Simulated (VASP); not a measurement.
# Hf (Im-3m) in VASP: notebook, part 2 of 3

VASP 6.6.1. The steps go on from the part before.

### 3 Single point, PBEsol

This run uses another cell than the first one, of 23.52 Å³/atom.

Contents of INCAR:

```
SYSTEM = Hf
PREC = Accurate
ENCUT = 520
EDIFF = 1E-7
ISMEAR = 0
SIGMA = 0.1
LREAL = .False.
LASPH = .True.
NELM = 100
ALGO = Fast
ISIF = 2
LWAVE = .False.
LCHARG = .False.
GGA = PS
NBANDS = 11
```

Contents of KPOINTS:

```
Automatic mesh
0
Gamma
  16 16 16
  0 0 0
```

Contents of POSCAR:

```
Hf
1.0
   -1.8050000000      1.8050000000      1.8050000000
    1.8050000000     -1.8050000000      1.8050000000
    1.8050000000      1.8050000000     -1.8050000000
Hf
1
Direct
    0.0000000000      0.0000000000      0.0000000000
```

Potentials or basis: VASP PAW PBE potentials, release 64 (Hf_pv).

Started as:

```bash
cat potpaw_PBE.64/Hf_pv/POTCAR > POTCAR
mpirun -np 1 vasp_std > vasp.out
```

OUTCAR:

```text
SYSTEM = Hf
   PREC = Accurate
   ENCUT = 520
   EDIFF = 1E-7
   ISMEAR = 0
   LREAL = .False.
   LASPH = .True.
   NELM = 100
   ISIF = 2
   GGA = PS

 ion  position               nearest neighbor table
   1  0.000  0.000  0.000-

  LATTYP: Found a body centered cubic cell.
 ALAT       =     3.6100000000

  Lattice vectors:

 A1 = (  -1.8050000000,   1.8050000000,   1.8050000000)
 A2 = (   1.8050000000,  -1.8050000000,   1.8050000000)
 A3 = (   1.8050000000,   1.8050000000,  -1.8050000000)

Analysis of symmetry for initial positions (statically):
=====================================================================
 Subroutine PRICEL returns:
 Original cell was already a primitive cell.

 Routine SETGRP: Setting up the symmetry group for a
 body centered cubic supercell.

 Subroutine GETGRP returns: Found 48 space group operations
 (whereof 48 operations were pure point group operations)
 out of a pool of 48 trial point group operations.

The static configuration has the point symmetry O_h .

Analysis of symmetry for dynamics (positions and initial velocities):
=====================================================================
 Subroutine PRICEL returns:
 Original cell was already a primitive cell.

 Routine SETGRP: Setting up the symmetry group for a
 body centered cubic supercell.

 Subroutine GETGRP returns: Found 48 space group operations
 (whereof 48 operations were pure point group operations)
 out of a pool of 48 trial point group operations.

The dynamic configuration has the point symmetry O_h .

 Subroutine INISYM returns: Found 48 space group operations
 (whereof 48 operations are pure point group operations),
 and found     1 'primitive' translations

----------------------------------------------------------------------------------------

                                     Primitive cell

  volume of cell :      23.5229

  direct lattice vectors                    reciprocal lattice vectors
    -1.805000000  1.805000000  1.805000000     0.000000000  0.277008310  0.277008310
     1.805000000 -1.805000000  1.805000000     0.277008310  0.000000000  0.277008310
     1.805000000  1.805000000 -1.805000000     0.277008310  0.277008310  0.000000000

  length of vectors
     3.126351708  3.126351708  3.126351708     0.391748909  0.391748909  0.391748909

  position of ions in fractional coordinates (direct lattice)
     0.000000000  0.000000000  0.000000000

  ion indices of the primitive-cell ions
   primitive index   ion index
                 1           1

----------------------------------------------------------------------------------------

 KPOINTS: Automatic mesh

Automatic generation of k-mesh.
 Grid dimensions read from file:
 generate k-points for:   16   16   16

 Generating k-lattice:

  Cartesian coordinates                     Fractional coordinates (reciprocal lattice)
     0.000000000  0.017313019  0.017313019     0.062500000  0.000000000  0.000000000
     0.017313019  0.000000000  0.017313019     0.000000000  0.062500000  0.000000000
     0.017313019  0.017313019  0.000000000     0.000000000  0.000000000  0.062500000

  Length of vectors
     0.024484307  0.024484307  0.024484307

  Shift w.r.t. Gamma in fractional coordinates (k-lattice)
     0.000000000  0.000000000  0.000000000

 Subroutine IBZKPT returns following result:
 ===========================================

 Found    145 irreducible k-points:

 Following reciprocal coordinates:
            Coordinates               Weight
  0.000000  0.000000  0.000000      1.000000
  0.062500  0.000000  0.000000     12.000000
  0.125000  0.000000  0.000000     12.000000
  0.187500  0.000000  0.000000     12.000000
  0.250000  0.000000  0.000000     12.000000
  0.312500  0.000000  0.000000     12.000000
[... 16 lines left out ...]
  0.187500  0.187500  0.000000     24.000000
  0.250000  0.187500  0.000000     48.000000
 [... further k-points ...]
   k-points           NKPTS =    145   k-points in BZ     NKDIM =    145   number of bands    NBANDS=     11
   number of dos      NEDOS =    301   number of ions     NIONS =      1
   total plane-waves  NPLWV =  13824
   dimension x,y,z NGX =    24 NGY =   24 NGZ =   24
   dimension x,y,z NGXF=    48 NGYF=   48 NGZF=   48
   ions per type =               1
   NGX,Y,Z   is equivalent  to a cutoff of  12.76, 12.76, 12.76 a.u.
   NGXF,Y,Z  is equivalent  to a cutoff of  25.52, 25.52, 25.52 a.u.
 SYSTEM =  Hf
   PREC   = accura    normal or accurate (medium, high low for compatibility)
   ISTART =      0    job   : 0-new  1-cont  2-samecut
   ICHARG =      2    charge: 1-file 2-atom 10-const
   ISPIN  =      1    spin polarized calculation?
   LNONCOLLINEAR =      F non collinear calculations
   LSORBIT =      F    spin-orbit coupling
   LASPH  =      T    aspherical Exc in radial PAW
   ENCUT  =  520.0 eV  38.22 Ry    6.18 a.u.   5.81  5.81  5.81*2*pi/ulx,y,z
   NELM   =    100;   NELMIN=  2; NELMDL= -5     # of ELM steps
   EDIFF  = 0.1E-06   stopping-criterion for ELM
   LREAL  =      F    real-space projection
   EDIFFG = 0.1E-05   stopping-criterion for IOM
   NSW    =      0    number of steps for IOM
   IBRION =     -1    ionic relax: 0-MD 1-quasi-New 2-CG
   NFREE  =      0    steps in history (QN), initial steepest desc. (CG)
   ISIF   =      2    stress and relaxation
   ISYM   =      2    0-nonsym 1-usesym 2-fastsym
   POTIM  = 0.5000    time-step for ionic-motion
   TEBEG  =    0.0;   TEEND  =   0.0 temperature during run
   PSTRESS=    0.0 pullay stress
   NELECT =      10.0000    total number of electrons
   NUPDOWN=      -1.0000    fix difference up-down
   EMIN   =  10.00;   EMAX   =-10.00  energy-range for DOS
   EFERMI =   0.00;   METHOD = LEGACY
   ISMEAR =     0;   SIGMA  =   0.10  broadening in eV -4-tet -1-fermi 0-gaus
   EFERMI_NEDOS =   21; number of points for ismear=-14 and -15
   IALGO  =     68    algorithm
   IMIX   =      4    mixing-type and parameters
     AMIX     =   0.40;   BMIX     =  1.00
     AMIX_MAG =   1.60;   BMIX_MAG =  1.00
  volume/ion in A,a.u.               =      23.52       158.74
  Fermi-wavevector in a.u.,A,eV,Ry     =   1.230961  2.326179 20.616432  1.515265
  Thomas-Fermi vector in A             =   2.365789
   LORBIT       =      0    0 simple, 1 ext, 2 COOP (PROOUT), +10 PAW based schemes
   GGA     = PS    functional components
   LHFCALC =     F    Hartree Fock is set to
   AEXX    =    0.0000 exact exchange contribution
   IVDW    =     0    specifies the selected vdW correction
   LEPSILON=     F    determine dielectric tensor
   LRPA    =     F    only Hartree local field effects (RPA)
 non-spin polarized calculation
 RMM-DIIS sequential band-by-band and
 Gauss-broadening in eV      SIGMA  =   0.10
  energy-cutoff  :      520.00
  volume of cell :       23.52
 maximum number of plane-waves:       682
   NGX = 11   NGY = 11   NGZ = 11

 number of electron      10.0000001 magnetization

 Free energy of the ion-electron system (eV)
  ---------------------------------------------------
  ext. energy  EPLUGINS =         0.00000000
  ---------------------------------------------------
  free energy    TOTEN  =       -10.26677506 eV

  energy without entropy =      -10.25768953  energy(sigma->0) =      -10.26223230

 E-fermi :   4.0857     XC(G=0): -11.1639

 val. band max:        4.0829293762   @ k =   0.1875   0.1250   0.0625
 cond. band min:       4.1033457358   @ k =  -0.2500   0.2500   0.2500
 fundamental gap:      0.0204163596
 Fermi energy:         4.0857159845

 k-point     1 :       0.0000    0.0000    0.0000
  band No.  band energies     occupation
      1     -25.8887      2.00000
      2     -25.8887      2.00000
      3     -25.8886      2.00000
      4      -2.7905      2.00000
      5       5.5561      0.00000
      6       5.5561      0.00000
      7       5.5561      0.00000
      8       8.2060      0.00000
      9       8.2060      0.00000
     10      17.1697      0.00000
     11      17.1697      0.00000

 k-point     2 :       0.0625    0.0000    0.0000
  band No.  band energies     occupation
      1     -25.9168      2.00000
      2     -25.8975      2.00000
      3     -25.8887      2.00000
      4      -2.6537      2.00000
      5       5.4607      0.00000
      6       5.5203      0.00000
      7       5.6899      0.00000
      8       8.0523      0.00000
      9       8.2050      0.00000
     10      17.2985      0.00000
     11      17.4262      0.00000
[... 295 lines left out ...]
 k-point    24 :       0.2500    0.1875    0.0000
  band No.  band energies     occupation
      1     -26.4337      2.00000
      2     -26.1143      2.00000
      3     -25.9475      2.00000
      4       0.9578      2.00000
      5       3.6848      2.00000
      6       4.1391      0.45045
      7       7.6510      0.00000
      8       8.8453      0.00000
      9      10.1869      0.00000
     10      14.4781      0.00000
     11      17.1707      0.00000

 [... further k-points ...]
[... 5 lines left out ...]
  --------------------------------------------------------------------------------------
  -------------------------------------------------------------------------------------
  Total       -1.3913231     -1.3913231     -1.3913231     -0.0000000     -0.0000000      0.0000000
  in kB      -94.7647796    -94.7647796    -94.7647796     -0.0000000     -0.0000000      0.0000000
  external PRESSURE =     -94.7647796 kB  Pullay stress =       0.0000000 kB

 VOLUME and BASIS-vectors are now :
 -----------------------------------------------------------------------------
  energy-cutoff  :      520.00
  volume of cell :       23.52
      direct lattice vectors                 reciprocal lattice vectors
    -1.805000000  1.805000000  1.805000000     0.000000000  0.277008310  0.277008310
     1.805000000 -1.805000000  1.805000000     0.277008310  0.000000000  0.277008310
     1.805000000  1.805000000 -1.805000000     0.277008310  0.277008310  0.000000000

 POSITION                                       TOTAL-FORCE (eV/Angst)
 -----------------------------------------------------------------------------------
      0.00000      0.00000      0.00000         0.000000     -0.000000      0.000000
 -----------------------------------------------------------------------------------
    total drift:                                0.000000      0.000000     -0.000000

  FREE ENERGIE OF THE ION-ELECTRON SYSTEM (eV)
  ---------------------------------------------------
  free  energy   TOTEN  =       -10.2667750624 eV

  energy  without entropy=      -10.2576895337  energy(sigma->0) =      -10.26223230
```

OSZICAR:

```text
N       E                     dE             d eps       ncg     rms          rms(c)
DAV:   1     0.117979399254E+02    0.11798E+02   -0.56777E+03  3190   0.834E+02
DAV:   2    -0.102418025636E+02   -0.22040E+02   -0.21254E+02  4125   0.151E+02
DAV:   3    -0.106812378532E+02   -0.43944E+00   -0.43359E+00  4022   0.146E+01
DAV:   4    -0.106832010469E+02   -0.19632E-02   -0.19590E-02  3651   0.115E+00
DAV:   5    -0.106832137203E+02   -0.12673E-04   -0.12674E-04  4034   0.798E-02    0.442E+01
RMM:   6    -0.103664927882E+02    0.31672E+00   -0.20950E-01  3255   0.296E+00    0.247E+01
RMM:   7    -0.102699552179E+02    0.96538E-01   -0.36058E-01  3527   0.401E+00    0.112E+00
RMM:   8    -0.102665198135E+02    0.34354E-02   -0.23823E-02  3516   0.126E+00    0.334E-01
RMM:   9    -0.102667399660E+02   -0.22015E-03   -0.34869E-03  4099   0.472E-01    0.132E-01
RMM:  10    -0.102667906982E+02   -0.50732E-04   -0.58493E-04  4290   0.180E-01    0.123E-01
RMM:  11    -0.102668506458E+02   -0.59948E-04   -0.13355E-04  3953   0.946E-02    0.282E-01
RMM:  12    -0.102667749195E+02    0.75726E-04   -0.84467E-05  3537   0.689E-02    0.180E-02
RMM:  13    -0.102667753039E+02   -0.38435E-06   -0.10340E-05  3822   0.274E-02    0.240E-02
RMM:  14    -0.102667751026E+02    0.20133E-06   -0.67207E-07  4285   0.768E-03    0.147E-02
RMM:  15    -0.102667750624E+02    0.40181E-07   -0.19734E-07  3343   0.349E-03
   1 F= -.10266775E+02 E0= -.10262232E+02  d E =-.908553E-02
```

stdout:

```text
POSCAR found type information on POSCAR Hf
 POSCAR found :  1 types and       1 ions
 scaLAPACK will be used
 -----------------------------------------------------------------------------
|                                                                             |
|                                                                             |
|     You enforced a specific xc type in the INCAR file but a different       |
|     I HOPE YOU KNOW WHAT YOU ARE DOING!                                     |
|                                                                             |
 -----------------------------------------------------------------------------

 LDA part: xc-table for (Slater+PW92), standard interpolation
 POSCAR, INCAR and KPOINTS ok, starting setup
 FFT: planning ... GRIDC
 FFT: planning ... GRID_SOFT
 FFT: planning ... GRID
 WAVECAR not read
 entering main loop
```

Run time: 27 s. Hardware: 1 thread of Intel Xeon Platinum 8488C (Sapphire Rapids), shared host; peak memory 0.16 GiB.

What came out:

| Quantity | Value |
| --- | --- |
| Free energy | -10.2668 eV |
| Pressure | -9.5 GPa |
| Band gap on the k mesh | zero (bands 5 and 6 overlap by 2.18 eV) |

Levels at points of the mesh, in eV from the Fermi level:
| k point | band 3 | band 4 | band 5 | band 6 | band 7 | band 8 |
| --- | --- | --- | --- | --- | --- | --- |
| (0.00, 0.00, 0.00) | -29.97 | -6.88 | 1.47 | 1.47 | 1.47 | 4.12 |
| (0.50, 0.00, 0.00) | -29.98 | -3.23 | -0.42 | 0.92 | 3.91 | 4.87 |
| (0.50, 0.50, 0.50) | -30.47 | -2.36 | -2.36 | 6.41 | 6.41 | 6.41 |

Caveat: the cell stands under tension; the PAW data sets were made with another functional, which shifts forces and pressure a little; spin-orbit coupling is left out, which moves the levels of the heavy elements.

(Part 2 of 3 ends here.)
